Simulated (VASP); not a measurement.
# Hf2Ti2Ge3 (R-3m) in VASP: single point with PBE

Aim: the single point of Hf2Ti2Ge3 with PBE.

Program: VASP 6.6.1. These are calculated values, not measurements. Logs are shortened: lines on timing, memory, paths and dates and some standing lists are left out, and cuts for length are marked.

## (1) The cell of the first run

The structure is trigonal, space group R-3m (No. 166). Conventional cell: a = 5.541 Å, b = 5.541 Å, c = 14.593 Å, α = 90.00°, β = 90.00°, γ = 120.00°. Hf (site symmetry -3m) has 6 Ge at 2.91 Å and 6 Ti at 3.22 Å within 3.8 Å. Hf (site symmetry -3m) has 6 Ge at 2.77 Å and 2 Ti at 2.84 Å within 3.7 Å. Ti (site symmetry 3m) has 3 Ge at 2.58 Å and 4 Hf at 2.84 to 3.22 Å and 3 Ti at 3.30 Å within 3.4 Å. Ge (site symmetry 2/m) has 2 Ti at 2.58 Å and 4 Ge at 2.77 Å and 4 Hf at 2.77 to 2.91 Å within 3.4 Å.

## (2) Single point, PBE

INCAR

```
PREC     = Accurate       # precision mode
ENCUT    = 520            # plane-wave cutoff, eV
EDIFF    = 1E-7           # SCF threshold, eV
ISMEAR   = 0              # smearing method
SIGMA    = 0.2            # smearing width, eV
LREAL    = False          # projectors in reciprocal space
LASPH    = True           # aspherical terms in the spheres
NELM     = 60             # most SCF steps
ALGO     = Normal         # electronic algorithm
ISIF     = 2              # what is computed and relaxed
LWAVE    = False          # write WAVECAR
LCHARG   = False          # write CHGCAR
GGA      = PE             # functional
NBANDS   = 52             # bands
```

KPOINTS

```
regular mesh
0
Gamma
  4 4 4
```

POSCAR

```
Hf2Ti2Ge3
1.0
    2.7706553044      1.5996385840      4.8642216796
   -2.7706553044      1.5996385840      4.8642216796
    0.0000000000     -3.1992771735      4.8642216778
Hf Ti Ge
2 2 3
Direct
    0.0000000000      0.0000000000      0.0000000000
    0.5000000000      0.5000000000      0.5000000000
    0.6944893561      0.6944893561      0.6944893561
    0.3055106439      0.3055106439      0.3055106439
    0.5000000000      0.0000000000      0.0000000000
    0.0000000000      0.0000000000      0.5000000000
    0.0000000000      0.5000000000      0.0000000000
```

Potentials or basis: VASP PAW PBE potentials, release 64 (Hf_pv, Ti_sv, Ge_d).

Started as:

```
$ cat potpaw_PBE.64/Hf_pv/POTCAR potpaw_PBE.64/Ti_sv/POTCAR potpaw_PBE.64/Ge_d/POTCAR > POTCAR
$ mpirun -np 1 vasp_std > vasp.out
```

OUTCAR:

```text
PREC = Accurate
   ENCUT = 520
   EDIFF = 1E-7
   ISMEAR = 0
   LREAL = False
   LASPH = True
   NELM = 60
   ISIF = 2
   GGA = PE

 ion  position               nearest neighbor table
   1  0.000  0.000  0.000-   5 2.91   7 2.91   7 2.91   5 2.91   6 2.91   6 2.91   4 3.22   3 3.22
                             4 3.22   3 3.22   4 3.22   3 3.22
   2  0.500  0.500  0.500-   6 2.77   6 2.77   5 2.77   5 2.77   7 2.77   7 2.77   3 2.84   4 2.84

   3  0.694  0.694  0.694-   6 2.58   5 2.58   7 2.58   2 2.84   1 3.22   1 3.22   1 3.22
   4  0.306  0.306  0.306-   6 2.58   5 2.58   7 2.58   2 2.84   1 3.22   1 3.22   1 3.22
   5  0.500  0.000  0.000-   3 2.58   4 2.58   7 2.77   7 2.77   2 2.77   2 2.77   6 2.77   6 2.77
                             1 2.91   1 2.91
   6  0.000  0.000  0.500-   3 2.58   4 2.58   2 2.77   2 2.77   5 2.77   7 2.77   7 2.77   5 2.77
                             1 2.91   1 2.91
   7  0.000  0.500  0.000-   3 2.58   4 2.58   5 2.77   5 2.77   2 2.77   6 2.77   2 2.77   6 2.77
                             1 2.91   1 2.91

  LATTYP: Found a trigonal (rhomboedric) cell.
 ALAT       =     5.8220294540
 COS(alpha) =     0.5470542418

  Lattice vectors:

 A1 = (   2.7706553044,   1.5996385840,   4.8642216796)
 A2 = (  -2.7706553044,   1.5996385840,   4.8642216796)
 A3 = (   0.0000000000,  -3.1992771735,   4.8642216778)

Analysis of symmetry for initial positions (statically):
=====================================================================
 Subroutine PRICEL returns:
 Original cell was already a primitive cell.

 Routine SETGRP: Setting up the symmetry group for a
 trigonal (rhombohedral) supercell.

 Subroutine GETGRP returns: Found 12 space group operations
 (whereof 12 operations were pure point group operations)
 out of a pool of 12 trial point group operations.

The static configuration has the point symmetry D_3d.

Analysis of symmetry for dynamics (positions and initial velocities):
=====================================================================
 Subroutine PRICEL returns:
 Original cell was already a primitive cell.

 Routine SETGRP: Setting up the symmetry group for a
 trigonal (rhombohedral) supercell.

 Subroutine GETGRP returns: Found 12 space group operations
 (whereof 12 operations were pure point group operations)
 out of a pool of 12 trial point group operations.

The dynamic configuration has the point symmetry D_3d.

 Subroutine INISYM returns: Found 12 space group operations
 (whereof 12 operations are pure point group operations),
 and found     1 'primitive' translations

----------------------------------------------------------------------------------------

                                     Primitive cell

  volume of cell :     129.3508

  direct lattice vectors                    reciprocal lattice vectors
     2.770655304  1.599638584  4.864221680     0.180462723  0.104190202  0.068527579
    -2.770655304  1.599638584  4.864221680    -0.180462723  0.104190202  0.068527579
     0.000000000 -3.199277174  4.864221678     0.000000000 -0.208380403  0.068527579

  length of vectors
     5.822029454  5.822029454  5.822029454     0.219359115  0.219359115  0.219359115

  position of ions in fractional coordinates (direct lattice)
     0.000000000  0.000000000  0.000000000
     0.500000000  0.500000000  0.500000000
     0.694489356  0.694489356  0.694489356
     0.305510644  0.305510644  0.305510644
     0.500000000  0.000000000  0.000000000
     0.000000000  0.000000000  0.500000000
     0.000000000  0.500000000  0.000000000

  ion indices of the primitive-cell ions
   primitive index   ion index
                 1           1
                 2           2
                 3           3
                 4           4
                 5           5
                 6           6
                 7           7

----------------------------------------------------------------------------------------

 KPOINTS: regular mesh

Automatic generation of k-mesh.
 Grid dimensions read from file:
 generate k-points for:    4    4    4

 Generating k-lattice:

  Cartesian coordinates                     Fractional coordinates (reciprocal lattice)
     0.045115681  0.026047550  0.017131895     0.250000000  0.000000000  0.000000000
    -0.045115681  0.026047550  0.017131895     0.000000000  0.250000000  0.000000000
     0.000000000 -0.052095101  0.017131895     0.000000000  0.000000000  0.250000000

  Length of vectors
     0.054839779  0.054839779  0.054839779

  Shift w.r.t. Gamma in fractional coordinates (k-lattice)
     0.000000000  0.000000000  0.000000000

 Subroutine IBZKPT returns following result:
 ===========================================

 Found     13 irreducible k-points:

 Following reciprocal coordinates:
            Coordinates               Weight
  0.000000  0.000000  0.000000      1.000000
  0.250000  0.000000  0.000000      6.000000
  0.500000  0.000000  0.000000      3.000000
  0.250000  0.250000  0.000000      6.000000
  0.500000  0.250000  0.000000     12.000000
 -0.250000  0.250000  0.000000      6.000000
  0.500000  0.500000  0.000000      3.000000
  0.250000  0.250000  0.250000      2.000000
  0.500000  0.250000  0.250000      6.000000
 -0.250000  0.250000  0.250000      6.000000
  0.500000  0.500000  0.250000      6.000000
 -0.250000  0.500000  0.250000      6.000000
  0.500000  0.500000  0.500000      1.000000
   k-points           NKPTS =     13   k-points in BZ     NKDIM =     13   number of bands    NBANDS=     52
   number of dos      NEDOS =    301   number of ions     NIONS =      7
   total plane-waves  NPLWV = 110592
   dimension x,y,z NGX =    48 NGY =   48 NGZ =   48
   dimension x,y,z NGXF=    96 NGYF=   96 NGZF=   96
   ions per type =               2   2   3
   NGX,Y,Z   is equivalent  to a cutoff of  13.71, 13.71, 13.71 a.u.
   NGXF,Y,Z  is equivalent  to a cutoff of  27.41, 27.41, 27.41 a.u.
 SYSTEM =  unknown system
   PREC   = accura    normal or accurate (medium, high low for compatibility)
   ISTART =      0    job   : 0-new  1-cont  2-samecut
   ICHARG =      2    charge: 1-file 2-atom 10-const
   ISPIN  =      1    spin polarized calculation?
   LNONCOLLINEAR =      F non collinear calculations
   LSORBIT =      F    spin-orbit coupling
   LASPH  =      T    aspherical Exc in radial PAW
   ENCUT  =  520.0 eV  38.22 Ry    6.18 a.u.  10.83 10.83 10.83*2*pi/ulx,y,z
   NELM   =     60;   NELMIN=  2; NELMDL= -5     # of ELM steps
   EDIFF  = 0.1E-06   stopping-criterion for ELM
   LREAL  =      F    real-space projection
   EDIFFG = 0.1E-05   stopping-criterion for IOM
   NSW    =      0    number of steps for IOM
   IBRION =     -1    ionic relax: 0-MD 1-quasi-New 2-CG
   NFREE  =      0    steps in history (QN), initial steepest desc. (CG)
   ISIF   =      2    stress and relaxation
   ISYM   =      2    0-nonsym 1-usesym 2-fastsym
   POTIM  = 0.5000    time-step for ionic-motion
   TEBEG  =    0.0;   TEEND  =   0.0 temperature during run
   PSTRESS=    0.0 pullay stress
   NELECT =      86.0000    total number of electrons
   NUPDOWN=      -1.0000    fix difference up-down
   EMIN   =  10.00;   EMAX   =-10.00  energy-range for DOS
   EFERMI =   0.00;   METHOD = LEGACY
   ISMEAR =     0;   SIGMA  =   0.20  broadening in eV -4-tet -1-fermi 0-gaus
   EFERMI_NEDOS =   21; number of points for ismear=-14 and -15
   IALGO  =     38    algorithm
   IMIX   =      4    mixing-type and parameters
     AMIX     =   0.40;   BMIX     =  1.00
     AMIX_MAG =   1.60;   BMIX_MAG =  1.00
  volume/ion in A,a.u.               =      18.48       124.70
  Fermi-wavevector in a.u.,A,eV,Ry     =   1.428843  2.700123 27.777568  2.041594
  Thomas-Fermi vector in A             =   2.548861
   LORBIT       =      0    0 simple, 1 ext, 2 COOP (PROOUT), +10 PAW based schemes
   GGA     = PE    functional components
   LHFCALC =     F    Hartree Fock is set to
   AEXX    =    0.0000 exact exchange contribution
   IVDW    =     0    specifies the selected vdW correction
   LEPSILON=     F    determine dielectric tensor
   LRPA    =     F    only Hartree local field effects (RPA)
 non-spin polarized calculation
 Gauss-broadening in eV      SIGMA  =   0.20
  energy-cutoff  :      520.00
  volume of cell :      129.35
 maximum number of plane-waves:      3507
 NGX is ok and might be reduce to    48
   NGX = 21   NGY = 21   NGZ = 21

 number of electron      85.9999981 magnetization

 Free energy of the ion-electron system (eV)
  ---------------------------------------------------
  ext. energy  EPLUGINS =         0.00000000
  ---------------------------------------------------
  free energy    TOTEN  =       -50.22241878 eV

  energy without entropy =      -50.12572487  energy(sigma->0) =      -50.17407183

 E-fermi :   7.0289     XC(G=0): -11.5362

 val. band max:        6.9954430325   @ k =  -0.2500   0.2500   0.2500
 cond. band min:       7.0671089685   @ k =   0.2500   0.2500   0.0000
 fundamental gap:      0.0716659360
 Fermi energy:         7.0289165378

 k-point     1 :       0.0000    0.0000    0.0000
  band No.  band energies     occupation
      1     -49.8830      2.00000
      2     -49.8709      2.00000
      3     -26.1851      2.00000
      4     -26.1769      2.00000
      5     -26.1769      2.00000
      6     -26.1669      2.00000
[... 44 lines left out ...]
     51       9.1796      0.00000
     52       9.3154      0.00000

 k-point     2 :       0.2500    0.0000    0.0000
  band No.  band energies     occupation
      1     -49.8815      2.00000
      2     -49.8724      2.00000
      3     -26.1900      2.00000
      4     -26.1810      2.00000
      5     -26.1695      2.00000
      6     -26.1654      2.00000
[... 44 lines left out ...]
     51       9.1091      0.00000
     52       9.3245      0.00000
[... 548 lines left out ...]
     51       9.3884      0.00000
     52       9.6603      0.00000

 k-point    13 :       0.5000    0.5000    0.5000
  band No.  band energies     occupation
      1     -49.8830      2.00000
      2     -49.8710      2.00000
      3     -26.1760      2.00000
      4     -26.1753      2.00000
      5     -26.1753      2.00000
      6     -26.1734      2.00000
[... 44 lines left out ...]
     51       9.9314      0.00000
     52       9.9807      0.00000

------------------------ aborting loop because EDIFF is reached ----------------------------------------

  FORCE on cell =-STRESS in cart. coord.  units (eV):
  Direction    XX          YY          ZZ          XY          YZ          ZX
  --------------------------------------------------------------------------------------
  -------------------------------------------------------------------------------------
  Total        0.0308277      0.0308277      0.2084115      0.0000000     -0.0000000      0.0000000
  in kB        0.3818417      0.3818417      2.5814480      0.0000000     -0.0000000      0.0000000
  external PRESSURE =       1.1150438 kB  Pullay stress =       0.0000000 kB

 VOLUME and BASIS-vectors are now :
 -----------------------------------------------------------------------------
  energy-cutoff  :      520.00
  volume of cell :      129.35
      direct lattice vectors                 reciprocal lattice vectors
     2.770655304  1.599638584  4.864221680     0.180462723  0.104190202  0.068527579
    -2.770655304  1.599638584  4.864221680    -0.180462723  0.104190202  0.068527579
     0.000000000 -3.199277174  4.864221678     0.000000000 -0.208380403  0.068527579

 POSITION                                       TOTAL-FORCE (eV/Angst)
 -----------------------------------------------------------------------------------
      0.00000      0.00000      0.00000        -0.000000      0.000000      0.000000
      0.00000     -0.00000      7.29633         0.000000     -0.000000      0.000000
      0.00000     -0.00000     10.13445        -0.000000      0.000000     -0.020156
      0.00000     -0.00000      4.45821        -0.000000     -0.000000      0.020156
      1.38533      0.79982      2.43211         0.000000     -0.000000      0.000000
      0.00000     -1.59964      2.43211         0.000000      0.000000      0.000000
     -1.38533      0.79982      2.43211        -0.000000      0.000000      0.000000
 -----------------------------------------------------------------------------------
    total drift:                                0.000000     -0.000000      0.000000

  FREE ENERGIE OF THE ION-ELECTRON SYSTEM (eV)
  ---------------------------------------------------
  free  energy   TOTEN  =       -50.2224187825 eV

  energy  without entropy=      -50.1257248703  energy(sigma->0) =      -50.17407183
```

It took 78 s on 1 thread of Intel Xeon 6975P-C (Granite Rapids), shared host; peak memory 0.35 GiB.

Results:

- Free energy: -50.2224 eV
- Pressure: 0.1 GPa
- Largest force: 0.020 eV/Å
- Band gap on the k mesh: zero (band 43 reaches 7.77 eV, above the bottom of band 44 at 6.64 eV)

Forces on the atoms (eV/Å):
```
Hf   0.000  0.000  0.000
Hf   0.000  0.000  0.000
Ti   0.000  0.000 -0.020
Ti   0.000  0.000  0.020
Ge   0.000  0.000  0.000
Ge   0.000  0.000  0.000
Ge   0.000  0.000  0.000
```

Levels at points of the mesh, in eV from the Fermi level:
```tsv
k point	band 41	band 42	band 43	band 44	band 45	band 46
(0.00, 0.00, 0.00)	-1.51	-0.40	0.74	0.74	0.77	1.09
(0.50, 0.00, 0.00)	-1.13	-0.57	-0.47	-0.39	0.49	0.69
(0.50, 0.50, 0.00)	-0.75	-0.66	-0.17	0.71	0.76	0.77
(0.50, 0.50, 0.50)	-1.21	-0.54	0.05	0.05	1.21	1.21
```

Caveat: spin-orbit coupling is left out, which moves the levels of the heavy elements.
